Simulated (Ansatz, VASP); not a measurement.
## C in VASP and in Ansatz

Contents of INCAR:

```
SYSTEM = C
ALGO = Normal ; EDIFF = 1E-7
ENCUT = 520 ; GGA = PS
ISIF = 2 ; ISMEAR = 0
LASPH = .TRUE. ; LCHARG = .TRUE.
LELF = .TRUE. ; LREAL = Auto
LVHAR = .TRUE. ; LWAVE = .FALSE.
NBANDS = 43 ; NELM = 60
PREC = Accurate ; SIGMA = 0.05
```

KPOINTS

```
k-points
0
G
  6 6 6
  0 0 0
```

POSCAR

```
C
1.0
    0.0000000000      3.5537981836     -3.5537981836
   -3.5537981836      0.0000000000     -3.5537981836
   -3.5537981836      3.5537981836      0.0000000000
C
15
Direct
    0.2500000000      0.7500000000      0.2500000000
    0.7500000000      0.2500000000      0.2500000000
    0.2500000000      0.2500000000      0.2500000000
    0.7500000000      0.7500000000      0.7500000000
    0.2500000000      0.7500000000      0.7500000000
    0.7500000000      0.2500000000      0.7500000000
    0.2500000000      0.2500000000      0.7500000000
    0.8750000000      0.3750000000      0.3750000000
    0.3750000000      0.3750000000      0.3750000000
    0.8548965931      0.8548965931      0.4152068137
    0.3750000000      0.8750000000      0.3750000000
    0.8750000000      0.3750000000      0.8750000000
    0.3750000000      0.3750000000      0.8750000000
    0.8750000000      0.8750000000      0.8750000000
    0.3750000000      0.8750000000      0.8750000000
```

Input for Ansatz:

```yaml
crystal:
  lattice:
    - [0.0, 3.5537981836, -3.5537981836]
    - [-3.5537981836, 0.0, -3.5537981836]
    - [-3.5537981836, 3.5537981836, 0.0]
  atoms:
    - { symbol: C, position: [0.25, 0.75, 0.25] }
    - { symbol: C, position: [0.75, 0.25, 0.25] }
    - { symbol: C, position: [0.25, 0.25, 0.25] }
    - { symbol: C, position: [0.75, 0.75, 0.75] }
    - { symbol: C, position: [0.25, 0.75, 0.75] }
    - { symbol: C, position: [0.75, 0.25, 0.75] }
    - { symbol: C, position: [0.25, 0.25, 0.75] }
    - { symbol: C, position: [0.875, 0.375, 0.375] }
    - { symbol: C, position: [0.375, 0.375, 0.375] }
    - { symbol: C, position: [0.8548965931, 0.8548965931, 0.4152068137] }
    - { symbol: C, position: [0.375, 0.875, 0.375] }
    - { symbol: C, position: [0.875, 0.375, 0.875] }
    - { symbol: C, position: [0.375, 0.375, 0.875] }
    - { symbol: C, position: [0.875, 0.875, 0.875] }
    - { symbol: C, position: [0.375, 0.875, 0.875] }
basis:
  ecutwfc: 420
kpoints:
  mp_grid: { grid: [6, 6, 6] }
hamiltonian:
  xc: pbesol
  pseudopotentials: { kind: paw, azcp: { folder: soft_1 } }
scf:
  occupations: { method: gaussian, width: 0.05 }
output:
  forces: true
  stress: true
  eigenvalues: true
  write_density: true
  write_potential: true
  elf: true
  volumetric_format: npy
```

Change from the starting cell: C vacancy; atom 10 moved 0.000 of the way to it and +0.175 Å across, host rigid.

Alike in both runs: task single point; functional PBEsol; k mesh 6 × 6 × 6; occupations gaussian, width 0.05 eV; no spin polarisation.

|  | VASP | Ansatz |
| --- | --- | --- |
| version | VASP 6.6.1 | Ansatz 0.2.0 |
| potentials or method | VASP PAW PBE potentials, release 64 (C), cutoff 520 eV | scalar-relativistic, plane waves, PAW |
| valence electrons in the cell | 60 | 60 |

Ansatz gave:

- gap on the k mesh at the Fermi level (eV): none
- pressure (GPa): -4.9
- traceless stress, the component that is largest in VASP (GPa): -5.62
- rms of the force components (eV/Å): 1.581

Problem. Estimate VASP's values.

Solution. gap on the k mesh at the Fermi level (eV): none; pressure (GPa): -3.9; traceless stress, the component that is largest in VASP (GPa): -5.63; rms of the force components (eV/Å): 1.585.

VASP's potentials were made for PBE, not for PBEsol, and Ansatz warns of the same on its side. Atom by atom the forces differ by 0.017 eV/Å (rms over components). A gap of «none» marks a metal or a gap that the smearing closes. With one functional, cell and mesh, what is left measures potentials, basis and numerics.
